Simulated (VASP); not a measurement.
# GaN in VASP: notebook

Runs on GaN. Level: PBEsol. Tasks: single point.

Everything below comes from runs of VASP 6.6.1. Logs are shortened: lines on timing, memory, paths and dates and some standing lists are left out, and cuts for length are marked.

## 1. The cell of the first run

It takes space group I4/mmm (No. 139, tetragonal). The conventional cell has a = 2.818 Å, b = 2.818 Å, c = 4.105 Å, α = 90.00°, β = 90.00°, γ = 90.00°. Within 2.6 Å of Ga (site symmetry 4/mmm) lie 6 N at 1.99 to 2.05 Å. Within 2.6 Å of N (site symmetry 4/mmm) lie 6 Ga at 1.99 to 2.05 Å.

## 2. Single point, PBEsol (zz strain of +3 %)

The input, INCAR:

```
PREC = Accurate ; ENCUT = 520
EDIFF = 1E-7 ; ISMEAR = -1
SIGMA = 0.02 ; LREAL = False
LASPH = True ; NELM = 60
ALGO = Normal ; ISIF = 2
LWAVE = False ; LCHARG = True
GGA = PS ; LELF = True
LVHAR = True ; NBANDS = 16
```

The input, KPOINTS:

```
regular mesh
0
Gamma
  13 13 13
```

The input, POSCAR:

```
GaN
1.0
    0.0000000000      1.9925000000      2.0522750000
    1.9925000000      0.0000000000      2.0522750000
    1.9925000000      1.9925000000      0.0000000000
Ga N
1 1
Direct
    0.5000000000      0.5000000000      0.5000000000
    0.0000000000      0.0000000000      0.0000000000
```

Potentials or basis: VASP PAW PBE potentials, release 64 (Ga_d, N).

Launch:

```sh
$ cat potpaw_PBE.64/Ga_d/POTCAR potpaw_PBE.64/N/POTCAR > POTCAR
$ mpirun -np 1 vasp_std > vasp.out
```

OUTCAR:

```text
PREC = Accurate
   ENCUT = 520
   EDIFF = 1E-7
   ISMEAR = -1
   LREAL = False
   LASPH = True
   NELM = 60
   ISIF = 2
   GGA = PS

 ion  position               nearest neighbor table
   1  0.500  0.500  0.500-   2 1.99   2 1.99   2 1.99   2 1.99   2 2.05   2 2.05
   2  0.000  0.000  0.000-   1 1.99   1 1.99   1 1.99   1 1.99   1 2.05   1 2.05

  LATTYP: Found a body centered tetragonal cell.
 ALAT       =     2.8178205230
 C/A-ratio  =     1.4566399692

  Lattice vectors:

 A1 = (  -1.9925000000,   0.0000000000,   2.0522750000)
 A2 = (   1.9925000000,   0.0000000000,   2.0522750000)
 A3 = (   0.0000000000,   1.9925000000,  -2.0522750000)

Analysis of symmetry for initial positions (statically):
=====================================================================
 Subroutine PRICEL returns:
 Original cell was already a primitive cell.

 Routine SETGRP: Setting up the symmetry group for a
 body centered tetragonal supercell.

 Subroutine GETGRP returns: Found 16 space group operations
 (whereof 16 operations were pure point group operations)
 out of a pool of 16 trial point group operations.

The static configuration has the point symmetry D_4h.

Analysis of symmetry for dynamics (positions and initial velocities):
=====================================================================
 Subroutine PRICEL returns:
 Original cell was already a primitive cell.

 Routine SETGRP: Setting up the symmetry group for a
 body centered tetragonal supercell.

 Subroutine GETGRP returns: Found 16 space group operations
 (whereof 16 operations were pure point group operations)
 out of a pool of 16 trial point group operations.

The dynamic configuration has the point symmetry D_4h.

 Subroutine INISYM returns: Found 16 space group operations
 (whereof 16 operations are pure point group operations),
 and found     1 'primitive' translations

----------------------------------------------------------------------------------------

                                     Primitive cell

  volume of cell :      16.2953

  direct lattice vectors                    reciprocal lattice vectors
     0.000000000  1.992500000  2.052275000    -0.250941029  0.250941029  0.243632067
     1.992500000  0.000000000  2.052275000     0.250941029 -0.250941029  0.243632067
     1.992500000  1.992500000  0.000000000     0.250941029  0.250941029 -0.243632067

[... 75 lines left out ...]
   ISTART =      0    job   : 0-new  1-cont  2-samecut
   ICHARG =      2    charge: 1-file 2-atom 10-const
   ISPIN  =      1    spin polarized calculation?
   LNONCOLLINEAR =      F non collinear calculations
   LSORBIT =      F    spin-orbit coupling
   LASPH  =      T    aspherical Exc in radial PAW
   ENCUT  =  520.0 eV  38.22 Ry    6.18 a.u.   5.32  5.32  5.24*2*pi/ulx,y,z
   NELM   =     60;   NELMIN=  2; NELMDL= -5     # of ELM steps
   EDIFF  = 0.1E-06   stopping-criterion for ELM
   LREAL  =      F    real-space projection
   EDIFFG = 0.1E-05   stopping-criterion for IOM
   NSW    =      0    number of steps for IOM
   IBRION =     -1    ionic relax: 0-MD 1-quasi-New 2-CG
   NFREE  =      0    steps in history (QN), initial steepest desc. (CG)
   ISIF   =      2    stress and relaxation
   ISYM   =      2    0-nonsym 1-usesym 2-fastsym
   POTIM  = 0.5000    time-step for ionic-motion
   TEBEG  =    0.0;   TEEND  =   0.0 temperature during run
   PSTRESS=    0.0 pullay stress
   NELECT =      18.0000    total number of electrons
   NUPDOWN=      -1.0000    fix difference up-down
   EMIN   =  10.00;   EMAX   =-10.00  energy-range for DOS
   EFERMI =   0.00;   METHOD = LEGACY
   ISMEAR =    -1;   SIGMA  =   0.02  broadening in eV -4-tet -1-fermi 0-gaus
   EFERMI_NEDOS =   21; number of points for ismear=-14 and -15
   IALGO  =     38    algorithm
   IMIX   =      4    mixing-type and parameters
     AMIX     =   0.40;   BMIX     =  1.00
     AMIX_MAG =   1.60;   BMIX_MAG =  1.00
  volume/ion in A,a.u.               =       8.15        54.98
  Fermi-wavevector in a.u.,A,eV,Ry     =   1.692304  3.197990 38.965606  2.863891
  Thomas-Fermi vector in A             =   2.773914
   LORBIT       =      0    0 simple, 1 ext, 2 COOP (PROOUT), +10 PAW based schemes
   GGA     = PS    functional components
   LHFCALC =     F    Hartree Fock is set to
   AEXX    =    0.0000 exact exchange contribution
   IVDW    =     0    specifies the selected vdW correction
   LEPSILON=     F    determine dielectric tensor
   LRPA    =     F    only Hartree local field effects (RPA)
 non-spin polarized calculation
  energy-cutoff  :      520.00
  volume of cell :       16.30
 maximum number of plane-waves:       452
 NGX is ok and might be reduce to    24
   NGX = 11   NGY = 11   NGZ = 11

 number of electron      18.0000005 magnetization

 Free energy of the ion-electron system (eV)
  ---------------------------------------------------
  ext. energy  EPLUGINS =         0.00000000
  ---------------------------------------------------
  free energy    TOTEN  =       -11.92581660 eV

  energy without entropy =      -11.92581660  energy(sigma->0) =      -11.92581660

 E-fermi :  10.2829     XC(G=0): -14.1464

 val. band max:        9.8294918250   @ k =  -0.2308   0.1538   0.0000
 cond. band min:      11.2469637584   @ k =   0.4615   0.0000   0.4615
 fundamental gap:      1.4174719334
 Fermi energy:        10.2828598984

 k-point     1 :       0.0000    0.0000    0.0000
  band No.  band energies     occupation
      1      -9.1771      2.00000
      2      -4.2120      2.00000
      3      -4.1784      2.00000
      4      -4.1784      2.00000
      5      -4.0721      2.00000
      6      -4.0222      2.00000
[... 433 lines left out ...]
      3      -4.3080      2.00000
      4      -4.2096      2.00000
      5      -3.8445      2.00000
      6      -3.4948      2.00000
[... 8 lines left out ...]
     15      31.8767      0.00000
     16      35.4939      0.00000

 [... further k-points ...]
[... 5 lines left out ...]
  --------------------------------------------------------------------------------------
  -------------------------------------------------------------------------------------
  Total        5.1765684      5.1765684      3.9028457      0.0000000     -0.0000000      0.0000000
  in kB      508.9678288    508.9678288    383.7335325      0.0000000     -0.0000000      0.0000000
  external PRESSURE =     467.2230634 kB  Pullay stress =       0.0000000 kB

 VOLUME and BASIS-vectors are now :
 -----------------------------------------------------------------------------
  energy-cutoff  :      520.00
  volume of cell :       16.30
      direct lattice vectors                 reciprocal lattice vectors
     0.000000000  1.992500000  2.052275000    -0.250941029  0.250941029  0.243632067
     1.992500000  0.000000000  2.052275000     0.250941029 -0.250941029  0.243632067
     1.992500000  1.992500000  0.000000000     0.250941029  0.250941029 -0.243632067

 POSITION                                       TOTAL-FORCE (eV/Angst)
 -----------------------------------------------------------------------------------
      1.99250      1.99250      2.05227         0.000000      0.000000      0.000000
      0.00000      0.00000      0.00000         0.000000      0.000000     -0.000000
 -----------------------------------------------------------------------------------
    total drift:                                0.000000     -0.000000      0.000000

  FREE ENERGIE OF THE ION-ELECTRON SYSTEM (eV)
  ---------------------------------------------------
  free  energy   TOTEN  =       -11.9258166022 eV

  energy  without entropy=      -11.9258166022  energy(sigma->0) =      -11.92581660
```

OSZICAR:

```text
N       E                     dE             d eps       ncg     rms          rms(c)
DAV:   1     0.722467852104E+02    0.72247E+02   -0.89110E+03  7040   0.223E+03
DAV:   2    -0.958378300131E+01   -0.81831E+02   -0.76974E+02  7128   0.326E+02
DAV:   3    -0.137398828079E+02   -0.41561E+01   -0.41412E+01  7248   0.623E+01
DAV:   4    -0.137733873147E+02   -0.33505E-01   -0.33502E-01  7792   0.579E+00
DAV:   5    -0.137737078087E+02   -0.32049E-03   -0.32049E-03  7576   0.531E-01    0.739E+00
DAV:   6    -0.119820241984E+02    0.17917E+01   -0.36022E+00  9312   0.458E+01    0.248E+00
DAV:   7    -0.119498071807E+02    0.32217E-01   -0.25923E-01  7256   0.488E+00    0.160E+00
DAV:   8    -0.119273085352E+02    0.22499E-01   -0.22811E-02  8608   0.241E+00    0.367E-01
DAV:   9    -0.119258972179E+02    0.14113E-02   -0.52184E-03  8424   0.225E+00    0.815E-02
DAV:  10    -0.119258164772E+02    0.80741E-04   -0.33722E-04  7192   0.242E-01    0.209E-02
DAV:  11    -0.119258157112E+02    0.76596E-06   -0.33211E-05  8320   0.797E-02    0.149E-02
DAV:  12    -0.119258165777E+02   -0.86646E-06   -0.70212E-07  8176   0.113E-02    0.368E-03
DAV:  13    -0.119258166022E+02   -0.24514E-07   -0.18597E-08  5456   0.221E-03
   1 F= -.11925817E+02 E0= -.11925817E+02  d E =-.521512E-12
```

It took 27 s on 1 thread of Intel Xeon 6975P-C (Granite Rapids), shared host; peak memory 0.17 GiB.

Results:

```yaml
Free_energy: -11.9258 eV
Pressure: 46.7 GPa
Band_gap_on_the_k_mesh: 1.42 eV, indirect (least direct gap 4.60 eV)
```

Stress tensor (GPa, compression positive):
```
50.90  0.00  0.00
 0.00 50.90  0.00
 0.00  0.00 38.37
```

Caveat: the cell differs from its parent crystal (zz strain of +3 %); the PAW data sets were made with another functional, which shifts forces and pressure a little.

## 3. Single point, PBEsol (equal xx and yy strain of +2 %)

The input, INCAR:

```
SYSTEM = GaN
PREC     = Accurate       ! precision mode
ENCUT    = 520            ! plane-wave cutoff, eV
EDIFF    = 1E-6           ! SCF threshold, eV
ISMEAR   = -1             ! smearing method
SIGMA    = 0.02           ! smearing width, eV
LREAL    = .False.        ! projectors in reciprocal space
LASPH    = .True.         ! aspherical terms in the spheres
NELM     = 60             ! most SCF steps
ALGO     = Normal         ! electronic algorithm
ISIF     = 2              ! what is computed and relaxed
LWAVE    = .False.        ! write WAVECAR
LCHARG   = .False.        ! write CHGCAR
GGA      = PS             ! functional
NBANDS   = 16             ! bands
```

The input, KPOINTS:

```
Automatic mesh
0
Gamma
  13 13 13
  0 0 0
```

The input, POSCAR:

```
GaN
1.0
    0.0000000000      2.0323500000      1.9925000000
    2.0323500000      0.0000000000      1.9925000000
    2.0323500000      2.0323500000      0.0000000000
Ga N
1 1
Direct
    0.5000000000      0.5000000000      0.5000000000
    0.0000000000      0.0000000000      0.0000000000
```

Potentials or basis: VASP PAW PBE potentials, release 64 (Ga_d, N).

Launch:

```sh
$ cat potpaw_PBE.64/Ga_d/POTCAR potpaw_PBE.64/N/POTCAR > POTCAR
$ mpirun -np 1 vasp_std > vasp.out
```

It took 25 s on 1 thread of Intel Xeon 6975P-C (Granite Rapids), shared host; peak memory 0.17 GiB.

Results (log left out):

```yaml
Free_energy: -11.9784 eV
Pressure: 42.2 GPa
Band_gap_on_the_k_mesh: 1.36 eV, indirect (least direct gap 4.56 eV)
```

Stress tensor (GPa, compression positive):
```
39.46  0.00  0.00
 0.00 39.46  0.00
 0.00  0.00 47.66
```

Levels at points of the mesh, in eV from the valence-band top:
```tsv
k point	band 6	band 7	band 8	band 9	band 10	band 11	band 12	band 13
(0.00, 0.00, 0.00)	-13.80	-0.85	-0.66	-0.66	3.91	15.38	15.38	15.53
```

Caveat: the cell differs from its parent crystal (equal xx and yy strain of +2 %); the PAW data sets were made with another functional, which shifts forces and pressure a little. A k mesh can miss the band edges.

[end of part 1 of 2]
